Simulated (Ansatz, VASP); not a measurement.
## BN in VASP and in Ansatz

POSCAR

```
BN
1.0
    2.5439499996      0.0000000000      0.0000000000
   -1.2719749998      2.2031253256      0.0000000000
    0.0000000000      0.0000000000      4.0395027278
B N
2 2
Direct
    0.3333333333      0.6666666667     -0.0003699905
    0.6666666667      0.3333333333      0.4996300095
    0.3333333333      0.6666666667      0.3753699905
    0.6666666667      0.3333333333      0.8753699905
```

INCAR.step1

```
SYSTEM = BN
PREC = Accurate
ENCUT = 520
ISMEAR = 0
SIGMA = 0.01
LREAL = .False.
LASPH = .True.
NELM = 100
NBANDS = 16
GGA = PE
ALGO = Normal
EDIFF = 1E-4
LWAVE = .True.
LCHARG = .False.
```

INCAR.step2

```
SYSTEM = BN
PREC = Accurate
ENCUT = 520
EDIFF = 1E-7
ISMEAR = 0
SIGMA = 0.01
LREAL = .False.
LASPH = .True.
NELM = 100
ALGO = Normal
ISIF = 2
LWAVE = .False.
LCHARG = .True.
METAGGA = R2SCAN
LMIXTAU = .True.
LELF = .True.
LVHAR = .True.
NBANDS = 16
ISTART = 1
```

KPOINTS

```
regular mesh
0
Gamma
  12 12 6
  0 0 0
```

Input for Ansatz:

```yaml
crystal:
  lattice:
    - [2.5439499996, 0.0, 0.0]
    - [-1.2719749998, 2.2031253256, 0.0]
    - [0.0, 0.0, 4.0395027278]
  atoms:
    - { symbol: B, position: [0.3333333333, 0.6666666667, -0.0003699905] }
    - { symbol: B, position: [0.6666666667, 0.3333333333, 0.4996300095] }
    - { symbol: "N", position: [0.3333333333, 0.6666666667, 0.3753699905] }
    - { symbol: "N", position: [0.6666666667, 0.3333333333, 0.8753699905] }
kpoints:
  mp_grid: { grid: [12, 12, 6] }
  band_path:
    path:
      - [0.0, 0.0, 0.0]
      - [0.5, 0.0, 0.0]
      - [0.3333333333, 0.3333333333, 0.0]
      - [0.0, 0.0, 0.5]
      - [0.5, 0.0, 0.5]
      - [0.3333333333, 0.3333333333, 0.5]
      - [0.1, 0.0, 0.0]
    npoints: 1
hamiltonian:
  xc: r2scan
scf:
  occupations: { method: fixed }
  n_extra_bands: 5
output:
  forces: true
  stress: true
  eigenvalues: true
```

Change from the starting cell: uniaxial_z strain -4.0%.

Alike in both runs: task single point; functional r2SCAN; k mesh 12 × 12 × 6; no spin polarisation.

|  | VASP | Ansatz |
| --- | --- | --- |
| version | VASP 6.6.1 | Ansatz 0.2.0 |
| potentials or method | VASP PAW PBE potentials, release 64 (B, N) | plane waves, PAW |
| plane-wave cutoff (eV) | 520 | 500 |
| occupations | gaussian, width 0.01 eV | fixed |
| valence electrons in the cell | 16 | 16 |

|  | VASP | Ansatz | Ansatz less VASP |
| --- | --- | --- | --- |
| gap on the k mesh at the Fermi level (eV) | 5.89 | 5.92 | +0.038 |
| pressure (GPa) | 19.5 | 18.2 | -1.29 |
| traceless stress, the component that is largest in VASP (GPa) | 30.84 | 30.68 | -0.160 |
| rms of the force components (eV/Å) | 0.004 | 0.001 | -0.0038 |

VASP's potentials were made for PBE, not for r2SCAN. Atom by atom the forces differ by 0.004 eV/Å (rms over components).
